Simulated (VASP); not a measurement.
# Ge2Sb2Te5 (P-3m1) in VASP: single point with PBE

Aim: the single point of Ge2Sb2Te5 with PBE.

Program: VASP 6.6.1. These are calculated values, not measurements. Logs are shortened: lines on timing, memory, paths and dates and some standing lists are left out, and cuts for length are marked.

## Step 1: The cell of the first run

Symmetry: P-3m1, No. 164, trigonal system. Conventional cell: a = 4.264 Å, b = 4.264 Å, c = 18.087 Å, α = 90.00°, β = 90.00°, γ = 120.00°. Within 3.7 Å of Ge (site symmetry 3m) lie 6 Te at 2.84 to 3.32 Å. Sb (site symmetry 3m) has 6 Te at 3.02 to 3.19 Å within 4.0 Å. Within 4.2 Å of Te (site symmetry -3m) lie 6 Sb at 3.19 Å. Within 4.0 Å of Te (site symmetry 3m) lie 3 Sb at 3.02 Å and 3 Ge at 3.32 Å. Within 3.7 Å of Te (site symmetry 3m) lie 3 Ge at 2.84 Å.

## Step 2: Single point, PBE

INCAR

```
  PREC = Accurate
  ENCUT = 520
  EDIFF = 1E-7
  ISMEAR = 0
  SIGMA = 0.03
  LREAL = F
  LASPH = T
  NELM = 80
  ALGO = Normal
  ISIF = 2
  LWAVE = F
  LCHARG = F
  GGA = PE
  NBANDS = 44
```

KPOINTS

```
Automatic mesh
0
Gamma
  12 12 2
```

POSCAR

```
Ge2Sb2Te5
1.0
    4.2639992940      0.0000000000      0.0000000000
   -2.1319996470      3.6927317103      0.0000000000
    0.0000000000      0.0000000000     18.0865499662
Ge Sb Te
2 2 5
Direct
    0.0000000000      0.0000000000      0.3314713560
    0.0000000000      0.0000000000      0.6685286440
    0.3333333333      0.6666666667      0.1121550832
    0.6666666667      0.3333333333      0.8878449168
    0.0000000000      0.0000000000      0.0000000000
    0.3333333333      0.6666666667      0.7913602895
    0.6666666667      0.3333333333      0.2086397105
    0.3333333333      0.6666666667      0.4097504733
    0.6666666667      0.3333333333      0.5902495267
```

Potentials or basis: VASP PAW PBE potentials, release 64 (Ge_d, Sb, Te).

Started as:

```bash
$ cat potpaw_PBE.64/Ge_d/POTCAR potpaw_PBE.64/Sb/POTCAR potpaw_PBE.64/Te/POTCAR > POTCAR
$ mpirun -np 1 vasp_std > vasp.out
```

OUTCAR:

```text
PREC = Accurate
   ENCUT = 520
   EDIFF = 1E-7
   ISMEAR = 0
   LREAL = F
   LASPH = T
   NELM = 80
   ISIF = 2
   GGA = PE

 ion  position               nearest neighbor table
   1  0.000  0.000  0.331-   8 2.84   8 2.84   8 2.84
   2  0.000  0.000  0.669-   9 2.84   9 2.84   9 2.84
   3  0.333  0.667  0.112-   7 3.02   7 3.02   7 3.02   5 3.19   5 3.19   5 3.19
   4  0.667  0.333  0.888-   6 3.02   6 3.02   6 3.02   5 3.19   5 3.19   5 3.19
   5  0.000  0.000  0.000-   3 3.19   4 3.19   3 3.19   4 3.19   4 3.19   3 3.19
   6  0.333  0.667  0.791-   4 3.02   4 3.02   4 3.02
   7  0.667  0.333  0.209-   3 3.02   3 3.02   3 3.02
   8  0.333  0.667  0.410-   1 2.84   1 2.84   1 2.84
   9  0.667  0.333  0.590-   2 2.84   2 2.84   2 2.84

  LATTYP: Found a hexagonal cell.
 ALAT       =     4.2639992940
 C/A-ratio  =     4.2416869045

  Lattice vectors:

 A1 = (   4.2639992940,   0.0000000000,   0.0000000000)
 A2 = (  -2.1319996470,   3.6927317103,   0.0000000000)
 A3 = (   0.0000000000,   0.0000000000,  18.0865499662)

Analysis of symmetry for initial positions (statically):
=====================================================================
 Subroutine PRICEL returns:
 Original cell was already a primitive cell.

 Routine SETGRP: Setting up the symmetry group for a
 hexagonal supercell.

 Subroutine GETGRP returns: Found 12 space group operations
 (whereof 12 operations were pure point group operations)
 out of a pool of 24 trial point group operations.

The static configuration has the point symmetry D_3d.

Analysis of symmetry for dynamics (positions and initial velocities):
=====================================================================
 Subroutine PRICEL returns:
 Original cell was already a primitive cell.

 Routine SETGRP: Setting up the symmetry group for a
 hexagonal supercell.

 Subroutine GETGRP returns: Found 12 space group operations
 (whereof 12 operations were pure point group operations)
 out of a pool of 24 trial point group operations.

The dynamic configuration has the point symmetry D_3d.

 Subroutine INISYM returns: Found 12 space group operations
 (whereof 12 operations are pure point group operations),
 and found     1 'primitive' translations

----------------------------------------------------------------------------------------

                                     Primitive cell

  volume of cell :     284.7873

  direct lattice vectors                    reciprocal lattice vectors
     4.263999294  0.000000000  0.000000000     0.234521615  0.135401117  0.000000000
    -2.131999647  3.692731710  0.000000000     0.000000000  0.270802235  0.000000000
     0.000000000  0.000000000 18.086549966     0.000000000  0.000000000  0.055289704

  length of vectors
     4.263999294  4.263999294 18.086549966     0.270802235  0.270802235  0.055289704

  position of ions in fractional coordinates (direct lattice)
     0.000000000  0.000000000  0.331471356
     0.000000000  0.000000000  0.668528644
     0.333333333  0.666666667  0.112155083
     0.666666667  0.333333333  0.887844917
     0.000000000  0.000000000  0.000000000
     0.333333333  0.666666667  0.791360289
     0.666666667  0.333333333  0.208639711
     0.333333333  0.666666667  0.409750473
     0.666666667  0.333333333  0.590249527

  ion indices of the primitive-cell ions
   primitive index   ion index
                 1           1
                 2           2
                 3           3
                 4           4
                 5           5
                 6           6
                 7           7
                 8           8
                 9           9

----------------------------------------------------------------------------------------

 KPOINTS: Automatic mesh

Automatic generation of k-mesh.
 Grid dimensions read from file:
 generate k-points for:   12   12    2

 Generating k-lattice:

  Cartesian coordinates                     Fractional coordinates (reciprocal lattice)
     0.019543468  0.011283426  0.000000000     0.083333333  0.000000000  0.000000000
     0.000000000  0.022566853  0.000000000     0.000000000  0.083333333  0.000000000
     0.000000000  0.000000000  0.027644852     0.000000000  0.000000000  0.500000000

  Length of vectors
     0.022566853  0.022566853  0.027644852

  Shift w.r.t. Gamma in fractional coordinates (k-lattice)
     0.000000000  0.000000000  0.000000000

 Subroutine IBZKPT returns following result:
 ===========================================

 Found     38 irreducible k-points:

 Following reciprocal coordinates:
            Coordinates               Weight
  0.000000  0.000000  0.000000      1.000000
  0.083333  0.000000  0.000000      6.000000
  0.166667  0.000000  0.000000      6.000000
  0.250000  0.000000  0.000000      6.000000
  0.333333  0.000000  0.000000      6.000000
  0.416667  0.000000  0.000000      6.000000
[... 16 lines left out ...]
  0.250000  0.000000  0.500000      6.000000
  0.333333  0.000000  0.500000      6.000000
 [... further k-points ...]
   k-points           NKPTS =     38   k-points in BZ     NKDIM =     38   number of bands    NBANDS=     44
   number of dos      NEDOS =    301   number of ions     NIONS =      9
   total plane-waves  NPLWV = 143360
   dimension x,y,z NGX =    32 NGY =   32 NGZ =  140
   dimension x,y,z NGXF=    64 NGYF=   64 NGZF=  280
   ions per type =               2   2   5
   NGX,Y,Z   is equivalent  to a cutoff of  12.48, 12.48, 12.87 a.u.
   NGXF,Y,Z  is equivalent  to a cutoff of  24.95, 24.95, 25.74 a.u.
 SYSTEM =  unknown system
   PREC   = accura    normal or accurate (medium, high low for compatibility)
   ISTART =      0    job   : 0-new  1-cont  2-samecut
   ICHARG =      2    charge: 1-file 2-atom 10-const
   ISPIN  =      1    spin polarized calculation?
   LNONCOLLINEAR =      F non collinear calculations
   LSORBIT =      F    spin-orbit coupling
   LASPH  =      T    aspherical Exc in radial PAW
   ENCUT  =  520.0 eV  38.22 Ry    6.18 a.u.   7.93  7.93 33.63*2*pi/ulx,y,z
   NELM   =     80;   NELMIN=  2; NELMDL= -5     # of ELM steps
   EDIFF  = 0.1E-06   stopping-criterion for ELM
   LREAL  =      F    real-space projection
   EDIFFG = 0.1E-05   stopping-criterion for IOM
   NSW    =      0    number of steps for IOM
   IBRION =     -1    ionic relax: 0-MD 1-quasi-New 2-CG
   NFREE  =      0    steps in history (QN), initial steepest desc. (CG)
   ISIF   =      2    stress and relaxation
   ISYM   =      2    0-nonsym 1-usesym 2-fastsym
   POTIM  = 0.5000    time-step for ionic-motion
   TEBEG  =    0.0;   TEEND  =   0.0 temperature during run
   PSTRESS=    0.0 pullay stress
   NELECT =      68.0000    total number of electrons
   NUPDOWN=      -1.0000    fix difference up-down
   EMIN   =  10.00;   EMAX   =-10.00  energy-range for DOS
   EFERMI =   0.00;   METHOD = LEGACY
   ISMEAR =     0;   SIGMA  =   0.03  broadening in eV -4-tet -1-fermi 0-gaus
   EFERMI_NEDOS =   21; number of points for ismear=-14 and -15
   IALGO  =     38    algorithm
   IMIX   =      4    mixing-type and parameters
     AMIX     =   0.40;   BMIX     =  1.00
     AMIX_MAG =   1.60;   BMIX_MAG =  1.00
  volume/ion in A,a.u.               =      31.64       213.54
  Fermi-wavevector in a.u.,A,eV,Ry     =   1.015635  1.919272 14.034602  1.031514
  Thomas-Fermi vector in A             =   2.148932
   LORBIT       =      0    0 simple, 1 ext, 2 COOP (PROOUT), +10 PAW based schemes
   GGA     = PE    functional components
   LHFCALC =     F    Hartree Fock is set to
   AEXX    =    0.0000 exact exchange contribution
   IVDW    =     0    specifies the selected vdW correction
   LEPSILON=     F    determine dielectric tensor
   LRPA    =     F    only Hartree local field effects (RPA)
 non-spin polarized calculation
 Gauss-broadening in eV      SIGMA  =   0.03
  energy-cutoff  :      520.00
  volume of cell :      284.79
 maximum number of plane-waves:      7734
 NGX is ok and might be reduce to    32
   NGX = 15   NGY = 15   NGZ = 67

 number of electron      68.0000030 magnetization

 Free energy of the ion-electron system (eV)
  ---------------------------------------------------
  ext. energy  EPLUGINS =         0.00000000
  ---------------------------------------------------
  free energy    TOTEN  =       -33.84925472 eV

  energy without entropy =      -33.84851564  energy(sigma->0) =      -33.84888518

 E-fermi :   5.9320     XC(G=0):  -9.1949

 val. band max:        5.9236366576   @ k =   0.0833   0.0000   0.5000
 cond. band min:       5.9447884948   @ k =   0.0833   0.0000   0.5000
 fundamental gap:      0.0211518372
 Fermi energy:         5.9320221625

 k-point     1 :       0.0000    0.0000    0.0000
  band No.  band energies     occupation
      1     -18.9674      2.00000
      2     -18.9674      2.00000
      3     -18.9674      2.00000
      4     -18.9674      2.00000
      5     -18.9557      2.00000
      6     -18.9557      2.00000
[... 36 lines left out ...]
     43       7.7991      0.00000
     44       7.9976      0.00000

 k-point     2 :       0.0833    0.0000    0.0000
  band No.  band energies     occupation
      1     -18.9675      2.00000
      2     -18.9675      2.00000
      3     -18.9672      2.00000
      4     -18.9672      2.00000
      5     -18.9558      2.00000
      6     -18.9558      2.00000
[... 36 lines left out ...]
     43       8.0453      0.00000
     44       8.2108      0.00000

 k-point     3 :       0.1667    0.0000    0.0000
  band No.  band energies     occupation
      1     -18.9678      2.00000
      2     -18.9678      2.00000
      3     -18.9668      2.00000
      4     -18.9668      2.00000
      5     -18.9560      2.00000
      6     -18.9560      2.00000
[... 976 lines left out ...]
     43       8.7955      0.00000
     44       8.8680      0.00000

 k-point    24 :       0.3333    0.0000    0.5000
  band No.  band energies     occupation
      1     -18.9687      2.00000
      2     -18.9687      2.00000
      3     -18.9656      2.00000
      4     -18.9656      2.00000
      5     -18.9567      2.00000
      6     -18.9567      2.00000
[... 36 lines left out ...]
     43       8.8995      0.00000
     44       8.9134      0.00000

 [... further k-points ...]
[... 5 lines left out ...]
  --------------------------------------------------------------------------------------
  -------------------------------------------------------------------------------------
  Total        0.0055627      0.0055627     -0.0016654      0.0000000      0.0000000      0.0000000
  in kB        0.0312949      0.0312949     -0.0093695      0.0000000      0.0000000      0.0000000
  external PRESSURE =       0.0177401 kB  Pullay stress =       0.0000000 kB

 VOLUME and BASIS-vectors are now :
 -----------------------------------------------------------------------------
  energy-cutoff  :      520.00
  volume of cell :      284.79
      direct lattice vectors                 reciprocal lattice vectors
     4.263999294  0.000000000  0.000000000     0.234521615  0.135401117  0.000000000
    -2.131999647  3.692731710  0.000000000     0.000000000  0.270802235  0.000000000
     0.000000000  0.000000000 18.086549966     0.000000000  0.000000000  0.055289704

 POSITION                                       TOTAL-FORCE (eV/Angst)
 -----------------------------------------------------------------------------------
      0.00000      0.00000      5.99517         0.000000     -0.000000     -0.005233
      0.00000      0.00000     12.09138        -0.000000      0.000000      0.005233
     -0.00000      2.46182      2.02850        -0.000000      0.000000     -0.027214
      2.13200      1.23091     16.05805        -0.000000     -0.000000      0.027214
      0.00000      0.00000      0.00000        -0.000000      0.000000      0.000000
     -0.00000      2.46182     14.31298        -0.000000     -0.000000     -0.013444
      2.13200      1.23091      3.77357        -0.000000      0.000000      0.013444
     -0.00000      2.46182      7.41097        -0.000000      0.000000      0.011641
      2.13200      1.23091     10.67558        -0.000000     -0.000000     -0.011641
 -----------------------------------------------------------------------------------
    total drift:                                0.000000     -0.000000      0.000000

  FREE ENERGIE OF THE ION-ELECTRON SYSTEM (eV)
  ---------------------------------------------------
  free  energy   TOTEN  =       -33.8492547205 eV

  energy  without entropy=      -33.8485156437  energy(sigma->0) =      -33.84888518
```

Run time: 12 min. Hardware: 1 thread of Intel Xeon Platinum 8375C at 2.90GHz (Ice Lake), shared host; peak memory 0.65 GiB.

Results:

```yaml
Free_energy: -33.8493 eV
Pressure: 0.0 GPa
Largest_force: 0.027 eV/Å
Band_gap_on_the_k_mesh: 0.02 eV, direct
```

Forces on the atoms (eV/Å):
```
Ge   0.000  0.000 -0.005
Ge   0.000  0.000  0.005
Sb   0.000  0.000 -0.027
Sb   0.000  0.000  0.027
Te   0.000  0.000  0.000
Te   0.000  0.000 -0.013
Te   0.000  0.000  0.013
Te   0.000  0.000  0.012
Te   0.000  0.000 -0.012
```

Caveat: spin-orbit coupling is left out, which moves the levels of the heavy elements; this functional lacks dispersion, which binds the layers, so the pressure and a relaxed spacing across them are unreliable. A k mesh can miss the band edges.
